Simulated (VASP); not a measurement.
Here is a VASP 6.6.1 calculation.

Contents of INCAR:

```
SYSTEM = Ge3P2
ALGO     = Normal         ! electronic algorithm
EDIFF    = 1E-6           ! SCF threshold, eV
ENCUT    = 520            ! plane-wave cutoff, eV
GGA      = PE             ! functional
ISIF     = 2              ! what is computed and relaxed
ISMEAR   = 0              ! smearing method
LASPH    = .True.         ! aspherical terms in the spheres
LCHARG   = .True.         ! write CHGCAR
LELF     = .True.         ! ELF
LREAL    = .False.        ! projectors in reciprocal space
LVHAR    = .True.       
LWAVE    = .False.        ! write WAVECAR
NBANDS   = 34             ! bands
NELM     = 100            ! most SCF steps
PREC     = Accurate       ! precision mode
SIGMA    = 0.1            ! smearing width, eV
```

Contents of KPOINTS:

```
k-points
0
Gamma
  6 6 4
  0 0 0
```

File POSCAR:

```
Ge3P2
1.0
    4.5407215840      0.0000000000      0.0000000000
   -2.2703607920      3.9323802432      0.0000000000
    0.0000000000      0.0000000000      5.4495658978
Ge P
3 2
Direct
    0.0000000000      0.0000000000      0.0000000000
    0.3333333333      0.6666666667      0.7078624919
    0.6666666667      0.3333333333      0.2921375081
    0.3333333333      0.6666666667      0.2312919139
    0.6666666667      0.3333333333      0.7687080861
```

Potentials or basis: VASP PAW PBE potentials, release 64 (Ge_d, P).

Launch:

```console
$ cat potpaw_PBE.64/Ge_d/POTCAR potpaw_PBE.64/P/POTCAR > POTCAR
$ mpirun -np 1 vasp_std > vasp.out
```

What does it give for the pressure?

-0.2 GPa.

Estimate the largest force.

0.006 eV/Å.

Predict the band gap on the k mesh.

zero (bands 26 and 27 overlap by 2.59 eV).

Forces in eV/Å, atoms in the order of the input:
```
Ge   0.000  0.000  0.000
Ge   0.000  0.000  0.006
Ge   0.000  0.000 -0.006
P    0.000  0.000  0.002
P    0.000  0.000 -0.002
```
